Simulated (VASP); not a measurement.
# ZnCd2S3 (I-4m2) in VASP: further runs, part 2 of 2

VASP 6.6.1. Earlier steps stand in the parts before.

## Step 3: Single point, PBE

This run uses another cell than the first one, of 23.94 Å³/atom.

INCAR

```
SYSTEM = ZnCd2S3
PREC     = Accurate       ! precision mode
ENCUT    = 520            ! plane-wave cutoff, eV
EDIFF    = 1E-6           ! SCF threshold, eV
ISMEAR   = 0              ! smearing method
SIGMA    = 0.1            ! smearing width, eV
LREAL    = .False.        ! projectors in reciprocal space
LASPH    = .True.         ! aspherical terms in the spheres
NELM     = 80             ! most SCF steps
ALGO     = Normal         ! electronic algorithm
ISIF     = 2              ! what is computed and relaxed
LWAVE    = .False.        ! write WAVECAR
LCHARG   = .False.        ! write CHGCAR
GGA      = PE             ! functional
NBANDS   = 36             ! bands
```

KPOINTS

```
Automatic mesh
0
Gamma
  6 6 6
  0 0 0
```

POSCAR

```
ZnCd2S3
1.0
   -2.0329828384      2.0329828384      8.6894292122
    2.0329828384     -2.0329828384      8.6894292122
    2.0329828384      2.0329828384     -8.6894292122
Zn Cd S
1 2 3
Direct
    0.0000000000      0.0000000000      0.0000000000
    0.6613184423      0.6613184423      0.0000000000
    0.3386815577      0.3386815577      0.0000000000
    0.7500000000      0.2500000000      0.5000000000
    0.4274832024      0.9274832024      0.5000000000
    0.0725167976      0.5725167976      0.5000000000
```

Potentials or basis: VASP PAW PBE potentials, release 64 (Zn, Cd, S).

Command:

```
$ cat potpaw_PBE.64/Zn/POTCAR potpaw_PBE.64/Cd/POTCAR potpaw_PBE.64/S/POTCAR > POTCAR
$ mpirun -np 1 vasp_std > vasp.out
```

It took 7.5 min on 1 thread of AMD EPYC 9R14 (Zen 4), shared host; peak memory 0.7 GiB.

The run converged. Its results:

* Free energy: -19.0508 eV
* Pressure: 0.2 GPa
* Largest force: 0.036 eV/Å
* Band gap on the k mesh: 1.24 eV

Forces in eV/Å, atoms in the order of the input:
```
Zn   0.000  0.000  0.000
Cd   0.000  0.000  0.016
Cd   0.000  0.000 -0.016
S    0.000  0.000  0.000
S    0.000  0.000  0.036
S    0.000  0.000 -0.036
```

Stress tensor (GPa, compression positive):
```
0.18 0.00 0.00
0.00 0.18 0.00
0.00 0.00 0.37
```

Levels at points of the mesh, in eV from the valence-band top:
| k point | band 23 | band 24 | band 25 | band 26 | band 27 | band 28 | band 29 | band 30 | band 31 | band 32 |
| --- | --- | --- | --- | --- | --- | --- | --- | --- | --- | --- |
| (0.00, 0.00, 0.00) | -1.25 | -1.25 | -0.11 | 0.00 | 0.00 | 1.24 | 3.87 | 3.90 | 4.19 | 4.62 |
| (0.50, 0.00, 0.00) | -1.57 | -1.11 | -0.75 | -0.64 | -0.59 | 2.94 | 3.83 | 3.96 | 6.11 | 6.43 |
| (0.50, 0.50, 0.00) | -2.18 | -2.17 | -2.09 | -1.85 | -1.84 | 3.55 | 4.15 | 4.70 | 4.84 | 4.92 |
| (0.50, 0.50, 0.50) | -1.53 | -0.64 | -0.64 | -0.43 | -0.43 | 2.80 | 2.90 | 3.67 | 4.10 | 5.44 |

A k mesh can miss the band edges.

## Step 4: Relaxation of cell and atoms, PBE

INCAR

```
SYSTEM = ZnCd2S3
  ALGO = Normal
  EDIFF = 1E-6
  EDIFFG = -0.04
  ENCUT = 600
  GGA = PE
  IBRION = 2
  ISIF = 3
  ISMEAR = 0
  LASPH = .True.
  LCHARG = .False.
  LREAL = .False.
  LWAVE = .False.
  NELM = 100
  NSW = 90
  PREC = Accurate
  SIGMA = 0.1
```

KPOINTS

```
k-points
0
Gamma
  6 6 6
  0 0 0
```

POSCAR

```
ZnCd2S3
1.0
   -1.9887238800      1.9887238800      8.4374408400
    1.9887238800     -1.9887238800      8.4374408400
    1.9887238800      1.9887238800     -8.4374408400
Zn Cd S
1 2 3
Direct
    0.0000000000      0.0000000000      0.0000000000
    0.6666666700      0.6666666700      0.0000000000
    0.3333333300      0.3333333300      0.0000000000
    0.7500000000      0.2500000000      0.5000000000
    0.4166666700      0.9166666700      0.5000000000
    0.0833333300      0.5833333300      0.5000000000
```

Command:

```
$ cat potpaw_PBE.64/Zn/POTCAR potpaw_PBE.64/Cd/POTCAR potpaw_PBE.64/S/POTCAR > POTCAR
$ mpirun -np 1 vasp_std > vasp.out
```

It took 45 min on 1 thread of AMD EPYC 9R14 (Zen 4), shared host; peak memory 0.89 GiB.

It converged, with:

- Free energy: -19.0478 eV
- Relaxed volume: 23.95 Å³/atom
- Relaxed cell: a = 9.170 Å, b = 9.170 Å, c = 9.170 Å, α = 154.40°, β = 154.40°, γ = 36.51°
- Space group after relaxing (to 0.1 Å): I-4m2 (No. 119)
- Energy gained by relaxing: 82.6 meV/atom
- Ionic steps: 9
- Pressure after relaxing: 0.2 GPa
- Largest force after relaxing: 0.024 eV/Å
- Band gap on the k mesh: 1.24 eV

Forces in eV/Å, atoms in the order of the input:
```
Zn   0.000  0.000  0.000
Cd   0.000  0.000  0.024
Cd   0.000  0.000 -0.024
S    0.000  0.000  0.000
S    0.000  0.000  0.006
S    0.000  0.000 -0.006
```

Stress tensor (GPa, compression positive):
```
0.16 0.00 0.00
0.00 0.16 0.00
0.00 0.00 0.25
```

Step by step:
```csv
step,energy change (eV),largest force (eV/Å),pressure (GPa),volume (Å³)
1,0.0000,1.6172,6.49,133.48
2,-0.3449,0.5250,-2.25,151.67
3,-0.3634,0.6967,-0.95,147.92
4,-0.4238,0.4584,-0.57,146.41
5,-0.4755,0.4010,0.60,142.87
6,-0.4767,0.3903,0.41,143.38
7,-0.4932,0.1425,-0.13,144.49
8,-0.4946,0.0503,-0.29,144.91
9,-0.4954,0.0240,0.19,143.72
```

Final structure:
```yaml
crystal:
  lattice:
    - [-2.03128, 2.03128, 8.70814]
    - [2.03128, -2.03128, 8.70814]
    - [2.03128, 2.03128, -8.70814]
  atoms:
    - { symbol: Zn, position: [0.00000, 0.00000, 0.00000] }
    - { symbol: Cd, position: [0.66117, 0.66117, 0.00000] }
    - { symbol: Cd, position: [0.33883, 0.33883, 0.00000] }
    - { symbol: S, position: [0.75000, 0.25000, 0.50000] }
    - { symbol: S, position: [0.42772, 0.92772, 0.50000] }
    - { symbol: S, position: [0.07228, 0.57228, 0.50000] }
```

Levels at points of the mesh, in eV from the valence-band top:
```tsv
k point	band 23	band 24	band 25	band 26	band 27	band 28	band 29	band 30	band 31	band 32
(0.00, 0.00, 0.00)	-1.24	-1.24	-0.12	0.00	0.00	1.24	3.87	3.90	4.20	4.62
(0.50, 0.00, 0.00)	-1.57	-1.11	-0.76	-0.64	-0.58	2.94	3.83	3.95	6.10	6.43
(0.50, 0.50, 0.00)	-2.18	-2.17	-2.09	-1.85	-1.85	3.55	4.13	4.69	4.83	4.90
(0.50, 0.50, 0.50)	-1.54	-0.64	-0.64	-0.43	-0.43	2.79	2.89	3.67	4.11	5.44
```

## Step 5: Single point, PBE

This run uses another cell than the first one, of 23.94 Å³/atom.

INCAR

```
SYSTEM = ZnCd2S3
PREC = Accurate ; ENCUT = 500
EDIFF = 1E-6 ; ISMEAR = 0
SIGMA = 0.01 ; LREAL = .FALSE.
LASPH = .TRUE. ; NELM = 120
ALGO = Normal ; ISIF = 2
LWAVE = .FALSE. ; LCHARG = .TRUE.
GGA = PE ; LELF = .TRUE.
LVHAR = .TRUE. ; NBANDS = 36
GGA_COMPAT = .FALSE.
```

KPOINTS

```
Automatic mesh
0
G
  10 10 10
  0 0 0
```

POSCAR

```
ZnCd2S3
1.0
   -2.0277315603      2.0277315603      8.7320517673
    2.0277315603     -2.0277315603      8.7320517673
    2.0277315603      2.0277315603     -8.7320517673
Zn Cd S
1 2 3
Direct
    0.0000000000      0.0000000000      0.0000000000
    0.6614288227      0.6614288227      0.0000000000
    0.3385711773      0.3385711773      0.0000000000
    0.7500000000      0.2500000000      0.5000000000
    0.4274873136      0.9274873136      0.5000000000
    0.0725126864      0.5725126864      0.5000000000
```

Command:

```
$ cat potpaw_PBE.64/Zn/POTCAR potpaw_PBE.64/Cd/POTCAR potpaw_PBE.64/S/POTCAR > POTCAR
$ mpirun -np 1 vasp_std > vasp.out
```

Wall time 24 min (1 thread of Intel Xeon Platinum 8375C at 2.90GHz (Ice Lake), shared host); peak memory 0.96 GiB.

The run converged. Its results:

| Quantity | Value |
| --- | --- |
| Free energy | -19.0533 eV |
| Pressure | 0.2 GPa |
| Largest force | 0.023 eV/Å |
| Band gap on the k mesh | 1.24 eV |

Forces in eV/Å, atoms in the order of the input:
```
Zn   0.000  0.000  0.000
Cd   0.000  0.000  0.000
Cd   0.000  0.000  0.000
S    0.000  0.000  0.000
S    0.000  0.000  0.023
S    0.000  0.000 -0.023
```

Levels at points of the mesh, in eV from the valence-band top:
```csv
k point,band 24,band 25,band 26,band 27,band 28,band 29,band 30,band 31
"(0.00, 0.00, 0.00)",-1.24,-0.13,0.00,0.00,1.24,3.88,3.90,4.21
"(0.50, 0.00, 0.00)",-1.10,-0.77,-0.63,-0.58,2.94,3.84,3.95,6.10
"(0.50, 0.50, 0.00)",-2.17,-2.10,-1.86,-1.86,3.53,4.12,4.67,4.82
"(0.50, 0.50, 0.50)",-0.64,-0.64,-0.42,-0.42,2.78,2.89,3.68,4.14
```

## Step 6: Single point, r2SCAN

This run uses another cell than the first one, of 23.94 Å³/atom.

POSCAR is that of step 5.

INCAR.step1

```
PREC = Accurate
ENCUT = 520
ISMEAR = 0
SIGMA = 0.02
LREAL = F
LASPH = T
NELM = 100
NBANDS = 36
GGA = PE
ALGO = Normal
EDIFF = 1E-4
LWAVE = T
LCHARG = F
```

INCAR.step2

```
PREC = Accurate
ENCUT = 520
EDIFF = 1E-7
ISMEAR = 0
SIGMA = 0.02
LREAL = F
LASPH = T
NELM = 100
ALGO = Normal
ISIF = 2
LWAVE = F
LCHARG = F
METAGGA = R2SCAN
LMIXTAU = T
NBANDS = 36
ISTART = 1
```

KPOINTS

```
Automatic mesh
0
Gamma
  10 10 10
```

Potentials or basis: VASP PAW PBE potentials, release 64 (Zn, Cd, S).

Command:

```
$ cat potpaw_PBE.64/Zn/POTCAR potpaw_PBE.64/Cd/POTCAR potpaw_PBE.64/S/POTCAR > POTCAR
$ cp INCAR.step1 INCAR
$ mpirun -np 1 vasp_std > vasp.out
$ cp INCAR.step2 INCAR
$ mpirun -np 1 vasp_std > vasp.out
```

Wall time 82 min (1 thread of Intel Xeon 6975P-C (Granite Rapids), shared host); peak memory 1.1 GiB.

The run converged. Its results:

| Quantity | Value |
| --- | --- |
| Free energy | -78.1202 eV |
| Pressure | -1.4 GPa |
| Largest force | 0.058 eV/Å |
| Band gap on the k mesh | 1.70 eV |

Forces on the atoms (eV/Å):
```
Zn   0.000  0.000  0.000
Cd   0.000  0.000 -0.012
Cd   0.000  0.000  0.012
S    0.000  0.000  0.000
S    0.000  0.000  0.058
S    0.000  0.000 -0.058
```

Levels at points of the mesh, in eV from the valence-band top:
```csv
k point,band 23,band 24,band 25,band 26,band 27,band 28,band 29,band 30,band 31,band 32
"(0.00, 0.00, 0.00)",-1.27,-1.27,-0.13,0.00,0.00,1.70,4.24,4.30,4.57,5.10
"(0.50, 0.00, 0.00)",-1.61,-1.12,-0.79,-0.64,-0.60,3.40,4.33,4.42,6.50,6.81
"(0.50, 0.50, 0.00)",-2.23,-2.22,-2.16,-1.91,-1.91,3.83,4.53,4.98,5.15,5.36
"(0.50, 0.50, 0.50)",-1.52,-0.66,-0.66,-0.43,-0.43,3.17,3.34,3.99,4.55,5.90
```

Caveat: the PAW data sets were made with another functional, which shifts forces and pressure a little. A k mesh can miss the band edges.

## Step 7: The runs side by side

```csv
task,level,cell,k mesh,cutoff (eV),smearing,gap on the mesh (eV),pressure (GPa),largest force (eV/Å)
single point,PBE,"a = 8.894 Å, angles 154.2, 154.2, 36.9°, 6 atoms, atomic positions A",6 × 6 × 6,520,gaussian 0.1 eV,1.44,6.5,1.62
single point,PBE,"a = 9.153 Å, angles 154.3, 154.3, 36.6°, 6 atoms, atomic positions B",6 × 6 × 6,520,gaussian 0.1 eV,1.24,0.2,0.04
relaxation of cell and atoms,PBE,"relaxed from a = 8.894 Å, angles 154.2, 154.2, 36.9°, 6 atoms, atomic positions A",6 × 6 × 6,600,gaussian 0.1 eV,1.24,0.2,0.02
single point,PBE,"a = 9.191 Å, angles 154.5, 154.5, 36.4°, 6 atoms, atomic positions C",10 × 10 × 10,500,gaussian 0.01 eV,1.24,0.2,0.02
single point,r2SCAN,"a = 9.191 Å, angles 154.5, 154.5, 36.4°, 6 atoms, atomic positions C",10 × 10 × 10,520,gaussian 0.02 eV,1.70,-1.4,0.06
```

Alike in all rows: potentials or basis VASP PAW PBE potentials, release 64 (Zn, Cd, S); no spin polarisation.

Caveats: the cell stands under pressure (at least some runs); forces of over 1 eV/Å act on the atoms, so gaps and moduli don't describe the material at rest (at least some runs); the PAW data sets were made with another functional, which shifts forces and pressure a little (at least some runs).

Total energies depend on the potentials used, so only differences within one code and one set of settings carry meaning.
